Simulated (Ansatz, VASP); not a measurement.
**EuS: VASP beside Ansatz**

```xyz
2
Lattice="0.0000 2.9785 2.9785 2.9785 0.0000 2.9785 2.9785 2.9785 0.0000" Properties=species:S:1:pos:R:3 pbc="T T T"
Eu    0.0000    0.0000    0.0000
S     2.9785    2.9785    2.9785
```

Alike in both runs: functional r2SCAN0; k mesh 4 × 4 × 4; occupations fermi-dirac, width 0.05 eV; collinear spin.

|  | VASP | Ansatz |
| --- | --- | --- |
| version | VASP 6.6.1 | Ansatz 0.2.0 |
| potentials or method | VASP PAW PBE potentials, release 64 (Eu, S) | Ansatz PAW |
| plane-wave cutoff (eV) | 800 | 500 |
| valence electrons in the cell | 23 | 23 |
| task | single point | band structure |

VASP gave:

| Quantity | Value |
| --- | --- |
| gap on the k mesh at the Fermi level (eV) | 1.46 |
| least direct gap on the mesh (eV) | 1.71 |
| pressure (GPa) | 0.2 |
| net moment per atom (μB) | 3.50 |
| size of the moment on the site where the two differ most (μB) | 6.66 |

Task: Which values does Ansatz return?

Result: gap on the k mesh at the Fermi level (eV): 1.67; least direct gap on the mesh (eV): 1.94; pressure (GPa): 0.7; net moment per atom (μB): 3.50; size of the moment on the site where the two differ most (μB): 6.91.

VASP's potentials were made for PBE, not for r2SCAN0. Site moments also hang on the region over which each program counts them. With one functional, cell and mesh, what is left measures potentials, basis and numerics.

The k mesh is coarse, so the values compare programs but aren't converged. Neither program's run includes spin-orbit coupling. Noted on Ansatz's run: the magnetic or orbital state may not be the lowest.
